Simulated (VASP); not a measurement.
# Ag (I4/mmm) in VASP: notebook, part 2 of 3

VASP 6.6.1. Earlier steps stand in the parts before.

## Step 4: Electric field gradients, PBE (equal xx and yy strain of +1 %)

Contents of INCAR:

```
SYSTEM = Ag
PREC = Accurate
ENCUT = 400
EDIFF = 1E-8
ISMEAR = -1
SIGMA = 0.05
LREAL = .FALSE.
LASPH = .TRUE.
NELM = 120
ALGO = Normal
ISIF = 2
LWAVE = .FALSE.
LCHARG = .FALSE.
GGA = PE
LEFG = .TRUE.
NBANDS = 12
GGA_COMPAT = .FALSE.
```

Contents of KPOINTS:

```
Automatic mesh
0
G
  15 15 15
  0 0 0
```

Contents of POSCAR:

```
Ag
1.0
    0.0000000000      2.0635310000      2.0431000000
    2.0635310000      0.0000000000      2.0431000000
    2.0635310000      2.0635310000      0.0000000000
Ag
1
Direct
    0.0000000000      0.0000000000      0.0000000000
```

Potentials or basis: VASP PAW PBE potentials, release 64 (Ag).

The run is started by

```sh
> cat potpaw_PBE.64/Ag/POTCAR > POTCAR
> mpirun -np 1 vasp_std > vasp.out
```

OUTCAR:

```text
SYSTEM = Ag
   PREC = Accurate
   ENCUT = 400
   EDIFF = 1E-8
   ISMEAR = -1
   LREAL = .FALSE.
   LASPH = .TRUE.
   NELM = 120
   ISIF = 2
   GGA = PE

 ion  position               nearest neighbor table
   1  0.000  0.000  0.000-

  LATTYP: Found a body centered tetragonal cell.
 ALAT       =     2.9182735266
 C/A-ratio  =     1.4002114479

  Lattice vectors:

 A1 = (   0.0000000000,  -2.0635310000,  -2.0431000000)
 A2 = (   0.0000000000,   2.0635310000,  -2.0431000000)
 A3 = (   2.0635310000,   0.0000000000,   2.0431000000)

Analysis of symmetry for initial positions (statically):
=====================================================================
 Subroutine PRICEL returns:
 Original cell was already a primitive cell.

 Routine SETGRP: Setting up the symmetry group for a
 body centered tetragonal supercell.

 Subroutine GETGRP returns: Found 16 space group operations
 (whereof 16 operations were pure point group operations)
 out of a pool of 16 trial point group operations.

The static configuration has the point symmetry D_4h.

Analysis of symmetry for dynamics (positions and initial velocities):
=====================================================================
 Subroutine PRICEL returns:
 Original cell was already a primitive cell.

 Routine SETGRP: Setting up the symmetry group for a
 body centered tetragonal supercell.

 Subroutine GETGRP returns: Found 16 space group operations
 (whereof 16 operations were pure point group operations)
 out of a pool of 16 trial point group operations.

The dynamic configuration has the point symmetry D_4h.

 Subroutine INISYM returns: Found 16 space group operations
 (whereof 16 operations are pure point group operations),
 and found     1 'primitive' translations

----------------------------------------------------------------------------------------

                                     Primitive cell

  volume of cell :      17.3997

  direct lattice vectors                    reciprocal lattice vectors
     0.000000000  2.063531000  2.043100000    -0.242303120  0.242303120  0.244726151
     2.063531000  0.000000000  2.043100000     0.242303120 -0.242303120  0.244726151
     2.063531000  2.063531000  0.000000000     0.242303120  0.242303120 -0.244726151

  length of vectors
     2.903862565  2.903862565  2.918273527     0.421084900  0.421084900  0.421084900

  position of ions in fractional coordinates (direct lattice)
     0.000000000  0.000000000  0.000000000

  ion indices of the primitive-cell ions
   primitive index   ion index
                 1           1

----------------------------------------------------------------------------------------

 KPOINTS: Automatic mesh

Automatic generation of k-mesh.
 Grid dimensions read from file:
 generate k-points for:   15   15   15

 Generating k-lattice:

  Cartesian coordinates                     Fractional coordinates (reciprocal lattice)
    -0.016153541  0.016153541  0.016315077     0.066666667  0.000000000  0.000000000
     0.016153541 -0.016153541  0.016315077     0.000000000  0.066666667  0.000000000
[... 68 lines left out ...]
   PSTRESS=    0.0 pullay stress
   NELECT =      11.0000    total number of electrons
   NUPDOWN=      -1.0000    fix difference up-down
   EMIN   =  10.00;   EMAX   =-10.00  energy-range for DOS
   EFERMI =   0.00;   METHOD = LEGACY
   ISMEAR =    -1;   SIGMA  =   0.05  broadening in eV -4-tet -1-fermi 0-gaus
   EFERMI_NEDOS =   21; number of points for ismear=-14 and -15
   IALGO  =     38    algorithm
   IMIX   =      4    mixing-type and parameters
     AMIX     =   0.40;   BMIX     =  1.00
     AMIX_MAG =   1.60;   BMIX_MAG =  1.00
  volume/ion in A,a.u.               =      17.40       117.42
  Fermi-wavevector in a.u.,A,eV,Ry     =   1.405050  2.655160 26.860162  1.974166
  Thomas-Fermi vector in A             =   2.527550
   LORBIT       =      0    0 simple, 1 ext, 2 COOP (PROOUT), +10 PAW based schemes
   GGA     = PE    functional components
   LHFCALC =     F    Hartree Fock is set to
   AEXX    =    0.0000 exact exchange contribution
   IVDW    =     0    specifies the selected vdW correction
   LEPSILON=     F    determine dielectric tensor
   LRPA    =     F    only Hartree local field effects (RPA)
 non-spin polarized calculation
  energy-cutoff  :      400.00
  volume of cell :       17.40
 maximum number of plane-waves:       331
   NGX =  9   NGY =  9   NGZ =  9

 number of electron      10.9999996 magnetization

 Free energy of the ion-electron system (eV)
  ---------------------------------------------------
  ext. energy  EPLUGINS =         0.00000000
  ---------------------------------------------------
  free energy    TOTEN  =        -2.71223107 eV

  energy without entropy =       -2.70876885  energy(sigma->0) =       -2.71049996

 E-fermi :   8.2874     XC(G=0): -12.0896

 val. band max:        8.2742912225   @ k =  -0.2667   0.2667   0.0667
 cond. band min:       8.2981263589   @ k =  -0.3333   0.0000   0.2000
 fundamental gap:      0.0238351364
 Fermi energy:         8.2873876341

 k-point     1 :       0.0000    0.0000    0.0000
  band No.  band energies     occupation
      1       0.5313      2.00000
      2       3.3936      2.00000
      3       3.3936      2.00000
      4       3.4545      2.00000
      5       4.3795      2.00000
      6       4.4407      2.00000
      7      24.1329      0.00000
      8      27.5481      0.00000
      9      27.5481      0.00000
     10      27.6718      0.00000
     11      32.3467      0.00000
     12      33.2837      0.00000
[... 331 lines left out ...]
 k-point    24 :       0.2000    0.1333    0.0000
  band No.  band energies     occupation
      1       1.6604      2.00000
      2       3.0626      2.00000
      3       3.7555      2.00000
      4       3.7737      2.00000
      5       4.1988      2.00000
      6       4.5727      2.00000
      7      23.0556      0.00000
      8      24.6869      0.00000
      9      24.9877      0.00000
     10      26.5795      0.00000
     11      30.1625      0.00000
     12      33.1578      0.00000

 [... further k-points ...]
[... 5 lines left out ...]
  --------------------------------------------------------------------------------------
  -------------------------------------------------------------------------------------
  Total        0.2072128      0.2072128      0.2035593      0.0000000     -0.0000000     -0.0000000
  in kB       19.0803125     19.0803125     18.7439002      0.0000000     -0.0000000     -0.0000000
  external PRESSURE =      18.9681751 kB  Pullay stress =       0.0000000 kB

 VOLUME and BASIS-vectors are now :
 -----------------------------------------------------------------------------
  energy-cutoff  :      400.00
  volume of cell :       17.40
      direct lattice vectors                 reciprocal lattice vectors
     0.000000000  2.063531000  2.043100000    -0.242303120  0.242303120  0.244726151
     2.063531000  0.000000000  2.043100000     0.242303120 -0.242303120  0.244726151
     2.063531000  2.063531000  0.000000000     0.242303120  0.242303120 -0.244726151

 POSITION                                       TOTAL-FORCE (eV/Angst)
 -----------------------------------------------------------------------------------
      0.00000      0.00000      0.00000         0.000000      0.000000      0.000000
 -----------------------------------------------------------------------------------
    total drift:                                0.000000      0.000000      0.000000

  FREE ENERGIE OF THE ION-ELECTRON SYSTEM (eV)
  ---------------------------------------------------
  free  energy   TOTEN  =        -2.7122310732 eV

  energy  without entropy=       -2.7087688462  energy(sigma->0) =       -2.71049996

 Electric field gradients (V/A^2)
---------------------------------------------------------------------
 ion       V_xx      V_yy      V_zz      V_xy      V_xz      V_yz
---------------------------------------------------------------------
   1      -0.537    -0.537     1.074    -0.000    -0.001    -0.001
---------------------------------------------------------------------

 Electric field gradients after diagonalization (V/A^2)
 (convention: |V_zz| > |V_xx| > |V_yy|)
----------------------------------------------------------------------
 ion       V_xx      V_yy      V_zz     asymmetry (V_yy - V_xx)/ V_zz
----------------------------------------------------------------------
   1      -0.537    -0.537     1.074       0.000
----------------------------------------------------------------------

           NMR quadrupolar parameters

 Cq : quadrupolar parameter    Cq=e*Q*V_zz/h
 eta: asymmetry parameters     (V_yy - V_xx)/ V_zz
 Q  : nuclear electric quadrupole moment in mb (millibarn)
----------------------------------------------------------------------
 ion       Cq(MHz)       eta       Q (mb)
----------------------------------------------------------------------
   1       0.003       0.000       1.000
----------------------------------------------------------------------
```

OSZICAR:

```text
N       E                     dE             d eps       ncg     rms          rms(c)
DAV:   1     0.416807866085E+02    0.41681E+02   -0.46413E+03  7240   0.657E+02
DAV:   2    -0.235608103860E+01   -0.44037E+02   -0.41711E+02  8096   0.167E+02
DAV:   3    -0.296248144784E+01   -0.60640E+00   -0.60609E+00  8108   0.207E+01
DAV:   4    -0.296431570734E+01   -0.18343E-02   -0.18342E-02  8072   0.120E+00
DAV:   5    -0.296433045396E+01   -0.14747E-04   -0.14747E-04  8188   0.962E-02    0.495E+00
DAV:   6    -0.272249953242E+01    0.24183E+00   -0.96390E-01  7488   0.872E+00    0.323E+00
DAV:   7    -0.271500048504E+01    0.74990E-02   -0.82700E-03  8080   0.843E-01    0.184E+00
DAV:   8    -0.271221824290E+01    0.27822E-02   -0.69116E-04  7760   0.193E-01    0.876E-02
DAV:   9    -0.271222632957E+01   -0.80867E-05   -0.97317E-06  8116   0.234E-02    0.266E-02
DAV:  10    -0.271223151553E+01   -0.51860E-05   -0.41652E-06  7848   0.188E-02    0.604E-03
DAV:  11    -0.271223111685E+01    0.39867E-06   -0.10666E-07  8228   0.268E-03    0.731E-04
DAV:  12    -0.271223107090E+01    0.45952E-07   -0.37487E-09  5400   0.542E-04    0.640E-05
DAV:  13    -0.271223107316E+01   -0.22626E-08   -0.99923E-11  4248   0.953E-05
   1 F= -.27122311E+01 E0= -.27105000E+01  d E =-.346223E-02
```

Wall time 26 s (1 thread of Intel Xeon 6975P-C, shared host); peak memory 0.16 GiB.

What came out:

```
Free energy : -2.7122 eV
Pressure    : 1.9 GPa
```

Electric field gradients, principal values (V/Å²):
| atom | least | middle | greatest (by size) |
| --- | --- | --- | --- |
| 1 Ag | -0.537 | -0.537 | 1.074 |

Caveat: the cell differs from its parent crystal (equal xx and yy strain of +1 %); without QUAD_EFG the Cq values of the log hold for a quadrupole moment of 1 mb, not for the nuclei.

[end of part 2 of 3]
